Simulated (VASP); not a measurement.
# ZnSe (P4/nmm) in VASP: further runs

The runs below take ZnSe through single point, with LDA.

Program: VASP 6.6.1. These are calculated values, not measurements. Logs are shortened: lines on timing, memory, paths and dates and some standing lists are left out, and cuts for length are marked.

### 1 The cell of the first run

It takes space group P4/nmm (No. 129, tetragonal). The conventional cell has a = 4.042 Å, b = 4.042 Å, c = 4.941 Å, α = 90.00°, β = 90.00°, γ = 90.00°. Zn (site symmetry -4m2) has 4 Se at 2.45 Å and 4 Zn at 2.86 Å within 3.2 Å. Within 3.2 Å of Se (site symmetry 4mm) lie 4 Zn at 2.45 Å.

### 2 Single point, LDA

Input file INCAR:

```
SYSTEM = ZnSe
ALGO = Normal
EDIFF = 1E-6
ENCUT = 520
ISIF = 2
ISMEAR = 0
LASPH = .True.
LCHARG = .False.
LREAL = .False.
LWAVE = .False.
NBANDS = 26
NELM = 60
PREC = Accurate
SIGMA = 0.05
```

Input file KPOINTS:

```
k-points
0
Gamma
  8 8 6
  0 0 0
```

Input file POSCAR:

```
ZnSe
1.0
    4.0422000000      0.0000000000      0.0000000000
    0.0000000000      4.0422000000      0.0000000000
    0.0000000000      0.0000000000      4.9408000000
Zn Se
2 2
Direct
    0.0000000000      0.0000000000      0.0000000000
    0.5000000000      0.5000000000      0.0000000000
    0.0000000000      0.5000000000      0.2797006019
    0.5000000000      0.0000000000      0.7202993981
```

Potentials or basis: VASP PAW LDA potentials, release 64 (Zn, Se).

Launch:

```sh
cat potpaw_LDA.64/Zn/POTCAR potpaw_LDA.64/Se/POTCAR > POTCAR
mpirun -np 1 vasp_std > vasp.out
```

OUTCAR:

```text
SYSTEM = ZnSe
   EDIFF = 1E-6
   ENCUT = 520
   ISIF = 2
   ISMEAR = 0
   LASPH = .True.
   LREAL = .False.
   NELM = 60
   PREC = Accurate

 ion  position               nearest neighbor table
   1  0.000  0.000  0.000-   3 2.45   4 2.45   3 2.45   4 2.45   2 2.86   2 2.86   2 2.86   2 2.86

   2  0.500  0.500  0.000-   3 2.45   4 2.45   4 2.45   3 2.45   1 2.86   1 2.86   1 2.86   1 2.86

   3  0.000  0.500  0.280-   1 2.45   2 2.45   1 2.45   2 2.45
   4  0.500  0.000  0.720-   1 2.45   2 2.45   2 2.45   1 2.45

  LATTYP: Found a simple tetragonal cell.
 ALAT       =     4.0422000000
 C/A-ratio  =     1.2223046856

  Lattice vectors:

 A1 = (   4.0422000000,   0.0000000000,   0.0000000000)
 A2 = (   0.0000000000,   4.0422000000,   0.0000000000)
 A3 = (   0.0000000000,   0.0000000000,   4.9408000000)

Analysis of symmetry for initial positions (statically):
=====================================================================
 Subroutine PRICEL returns:
 Original cell was already a primitive cell.

 Routine SETGRP: Setting up the symmetry group for a
 simple tetragonal supercell.

 Subroutine GETGRP returns: Found 16 space group operations
 (whereof  8 operations were pure point group operations)
 out of a pool of 16 trial point group operations.

The static configuration has the point symmetry D_2d.
 The point group associated with its full space group is D_4h.

Analysis of symmetry for dynamics (positions and initial velocities):
=====================================================================
 Subroutine PRICEL returns:
 Original cell was already a primitive cell.

 Routine SETGRP: Setting up the symmetry group for a
 simple tetragonal supercell.

 Subroutine GETGRP returns: Found 16 space group operations
 (whereof  8 operations were pure point group operations)
 out of a pool of 16 trial point group operations.

The dynamic configuration has the point symmetry D_2d.
 The point group associated with its full space group is D_4h.

 Subroutine INISYM returns: Found 16 space group operations
 (whereof  8 operations are pure point group operations),
 and found     1 'primitive' translations

----------------------------------------------------------------------------------------

                                     Primitive cell

  volume of cell :      80.7296

  direct lattice vectors                    reciprocal lattice vectors
     4.042200000  0.000000000  0.000000000     0.247390035  0.000000000  0.000000000
     0.000000000  4.042200000  0.000000000     0.000000000  0.247390035  0.000000000
     0.000000000  0.000000000  4.940800000     0.000000000  0.000000000  0.202396373

  length of vectors
     4.042200000  4.042200000  4.940800000     0.247390035  0.247390035  0.202396373

  position of ions in fractional coordinates (direct lattice)
     0.000000000  0.000000000  0.000000000
     0.500000000  0.500000000  0.000000000
     0.000000000  0.500000000  0.279700602
     0.500000000  0.000000000  0.720299398

  ion indices of the primitive-cell ions
   primitive index   ion index
                 1           1
                 2           2
                 3           3
                 4           4

----------------------------------------------------------------------------------------

 KPOINTS: k-points

Automatic generation of k-mesh.
 Grid dimensions read from file:
 generate k-points for:    8    8    6

 Generating k-lattice:

  Cartesian coordinates                     Fractional coordinates (reciprocal lattice)
     0.030923754  0.000000000  0.000000000     0.125000000  0.000000000  0.000000000
     0.000000000  0.030923754  0.000000000     0.000000000  0.125000000  0.000000000
     0.000000000  0.000000000  0.033732729     0.000000000  0.000000000  0.166666667

  Length of vectors
     0.030923754  0.030923754  0.033732729

  Shift w.r.t. Gamma in fractional coordinates (k-lattice)
     0.000000000  0.000000000  0.000000000

 Subroutine IBZKPT returns following result:
 ===========================================

 Found     60 irreducible k-points:

 Following reciprocal coordinates:
            Coordinates               Weight
  0.000000  0.000000  0.000000      1.000000
  0.125000  0.000000  0.000000      4.000000
  0.250000  0.000000  0.000000      4.000000
  0.375000  0.000000  0.000000      4.000000
  0.500000  0.000000  0.000000      2.000000
  0.125000  0.125000  0.000000      4.000000
[... 16 lines left out ...]
  0.375000  0.125000  0.166667     16.000000
  0.500000  0.125000  0.166667      8.000000
 [... further k-points ...]
   k-points           NKPTS =     60   k-points in BZ     NKDIM =     60   number of bands    NBANDS=     26
   number of dos      NEDOS =    301   number of ions     NIONS =      4
   total plane-waves  NPLWV =  36000
   dimension x,y,z NGX =    30 NGY =   30 NGZ =   40
   dimension x,y,z NGXF=    60 NGYF=   60 NGZF=   80
   ions per type =               2   2
   NGX,Y,Z   is equivalent  to a cutoff of  12.34, 12.34, 13.46 a.u.
   NGXF,Y,Z  is equivalent  to a cutoff of  24.68, 24.68, 26.92 a.u.
 SYSTEM =  ZnSe
   PREC   = accura    normal or accurate (medium, high low for compatibility)
   ISTART =      0    job   : 0-new  1-cont  2-samecut
   ICHARG =      2    charge: 1-file 2-atom 10-const
   ISPIN  =      1    spin polarized calculation?
   LNONCOLLINEAR =      F non collinear calculations
   LSORBIT =      F    spin-orbit coupling
   LASPH  =      T    aspherical Exc in radial PAW
   ENCUT  =  520.0 eV  38.22 Ry    6.18 a.u.   7.52  7.52  9.19*2*pi/ulx,y,z
   NELM   =     60;   NELMIN=  2; NELMDL= -5     # of ELM steps
   EDIFF  = 0.1E-05   stopping-criterion for ELM
   LREAL  =      F    real-space projection
   EDIFFG = 0.1E-04   stopping-criterion for IOM
   NSW    =      0    number of steps for IOM
   IBRION =     -1    ionic relax: 0-MD 1-quasi-New 2-CG
   NFREE  =      0    steps in history (QN), initial steepest desc. (CG)
   ISIF   =      2    stress and relaxation
   ISYM   =      2    0-nonsym 1-usesym 2-fastsym
   POTIM  = 0.5000    time-step for ionic-motion
   TEBEG  =    0.0;   TEEND  =   0.0 temperature during run
   PSTRESS=    0.0 pullay stress
   NELECT =      36.0000    total number of electrons
   NUPDOWN=      -1.0000    fix difference up-down
   EMIN   =  10.00;   EMAX   =-10.00  energy-range for DOS
   EFERMI =   0.00;   METHOD = LEGACY
   ISMEAR =     0;   SIGMA  =   0.05  broadening in eV -4-tet -1-fermi 0-gaus
   EFERMI_NEDOS =   21; number of points for ismear=-14 and -15
   IALGO  =     38    algorithm
   IMIX   =      4    mixing-type and parameters
     AMIX     =   0.40;   BMIX     =  1.00
     AMIX_MAG =   1.60;   BMIX_MAG =  1.00
  volume/ion in A,a.u.               =      20.18       136.20
  Fermi-wavevector in a.u.,A,eV,Ry     =   1.250733  2.363543 21.284053  1.564334
  Thomas-Fermi vector in A             =   2.384714
   LORBIT       =      0    0 simple, 1 ext, 2 COOP (PROOUT), +10 PAW based schemes
   GGA     = CA    functional components
   LHFCALC =     F    Hartree Fock is set to
   AEXX    =    0.0000 exact exchange contribution
   IVDW    =     0    specifies the selected vdW correction
   LEPSILON=     F    determine dielectric tensor
   LRPA    =     F    only Hartree local field effects (RPA)
 non-spin polarized calculation
 Gauss-broadening in eV      SIGMA  =   0.05
  energy-cutoff  :      520.00
  volume of cell :       80.73
 maximum number of plane-waves:      2206
   NGX = 15   NGY = 15   NGZ = 19

 number of electron      36.0000042 magnetization

 Free energy of the ion-electron system (eV)
  ---------------------------------------------------
  ext. energy  EPLUGINS =         0.00000000
  ---------------------------------------------------
  free energy    TOTEN  =       -13.97886866 eV

  energy without entropy =      -13.97886866  energy(sigma->0) =      -13.97886866

 E-fermi :   2.8287     XC(G=0): -10.3056

 val. band max:        2.6021683539   @ k =   0.0000   0.0000   0.0000
 cond. band min:       3.7569159066   @ k =   0.0000   0.0000   0.0000
 fundamental gap:      1.1547475526
 Fermi energy:         2.8287285911

 k-point     1 :       0.0000    0.0000    0.0000
  band No.  band energies     occupation
      1     -11.4017      2.00000
      2      -9.7877      2.00000
      3      -4.8329      2.00000
      4      -4.7733      2.00000
      5      -4.7035      2.00000
      6      -4.7035      2.00000
[... 18 lines left out ...]
     25      12.9721      0.00000
     26      13.1221      0.00000

 k-point     2 :       0.1250    0.0000    0.0000
  band No.  band energies     occupation
      1     -11.3192      2.00000
      2      -9.8095      2.00000
      3      -4.7879      2.00000
      4      -4.7720      2.00000
      5      -4.6964      2.00000
      6      -4.6647      2.00000
[... 18 lines left out ...]
     25      11.5385      0.00000
     26      12.2469      0.00000

 k-point     3 :       0.2500    0.0000    0.0000
  band No.  band energies     occupation
      1     -11.0867      2.00000
      2      -9.8947      2.00000
      3      -4.7425      2.00000
      4      -4.6686      2.00000
      5      -4.6638      2.00000
      6      -4.5765      2.00000
[... 18 lines left out ...]
     25      10.4672      0.00000
     26      11.7484      0.00000

 k-point     4 :       0.3750    0.0000    0.0000
  band No.  band energies     occupation
      1     -10.7499      2.00000
      2     -10.0833      2.00000
      3      -4.6724      2.00000
      4      -4.5857      2.00000
      5      -4.5068      2.00000
      6      -4.5043      2.00000
[... 18 lines left out ...]
     25      10.5228      0.00000
     26      11.1412      0.00000
[... 496 lines left out ...]
      1     -10.9425      2.00000
      2      -9.9624      2.00000
      3      -4.8328      2.00000
      4      -4.6502      2.00000
      5      -4.5907      2.00000
      6      -4.5457      2.00000
[... 18 lines left out ...]
     25       9.6930      0.00000
     26      12.2633      0.00000

 k-point    23 :       0.3750    0.1250    0.1667
  band No.  band energies     occupation
      1     -10.6380      2.00000
      2     -10.0876      2.00000
      3      -4.7813      2.00000
      4      -4.5531      2.00000
      5      -4.5048      2.00000
      6      -4.4955      2.00000
[... 18 lines left out ...]
     25      10.7348      0.00000
     26      11.9671      0.00000

 k-point    24 :       0.5000    0.1250    0.1667
  band No.  band energies     occupation
      1     -10.3250      2.00000
      2     -10.3250      2.00000
      3      -4.6548      2.00000
      4      -4.6548      2.00000
      5      -4.4504      2.00000
      6      -4.4504      2.00000
[... 18 lines left out ...]
     25      11.7416      0.00000
     26      11.7416      0.00000

 [... further k-points ...]

------------------------ aborting loop because EDIFF is reached ----------------------------------------

  FORCE on cell =-STRESS in cart. coord.  units (eV):
  Direction    XX          YY          ZZ          XY          YZ          ZX
  --------------------------------------------------------------------------------------
  -------------------------------------------------------------------------------------
  Total        1.0105468      1.0105468      1.9407130      0.0000000      0.0000000      0.0000000
  in kB       20.0555303     20.0555303     38.5158083      0.0000000      0.0000000      0.0000000
  external PRESSURE =      26.2089563 kB  Pullay stress =       0.0000000 kB

 VOLUME and BASIS-vectors are now :
 -----------------------------------------------------------------------------
  energy-cutoff  :      520.00
  volume of cell :       80.73
      direct lattice vectors                 reciprocal lattice vectors
     4.042200000  0.000000000  0.000000000     0.247390035  0.000000000  0.000000000
     0.000000000  4.042200000  0.000000000     0.000000000  0.247390035  0.000000000
     0.000000000  0.000000000  4.940800000     0.000000000  0.000000000  0.202396373

 POSITION                                       TOTAL-FORCE (eV/Angst)
 -----------------------------------------------------------------------------------
      0.00000      0.00000      0.00000         0.000000      0.000000     -0.000000
      2.02110      2.02110      0.00000         0.000000     -0.000000     -0.000000
      0.00000      2.02110      1.38194         0.000000      0.000000      0.614756
      2.02110      0.00000      3.55886        -0.000000      0.000000     -0.614756
 -----------------------------------------------------------------------------------
    total drift:                                0.000000      0.000000     -0.000000

  FREE ENERGIE OF THE ION-ELECTRON SYSTEM (eV)
  ---------------------------------------------------
  free  energy   TOTEN  =       -13.9788686578 eV

  energy  without entropy=      -13.9788686578  energy(sigma->0) =      -13.97886866
```

It took 71 s on 1 thread of Intel Xeon Platinum 8124M at 3.00GHz (Skylake/Cascade Lake), shared host; peak memory 0.23 GiB.

Results:

- Free energy: -13.9789 eV
- Pressure: 2.6 GPa
- Largest force: 0.615 eV/Å
- Band gap on the k mesh: 1.15 eV, direct

Forces in eV/Å, atoms in the order of the input:
```
Zn   0.000  0.000  0.000
Zn   0.000  0.000  0.000
Se   0.000  0.000  0.615
Se   0.000  0.000 -0.615
```

(Part 1 of 2 ends here.)
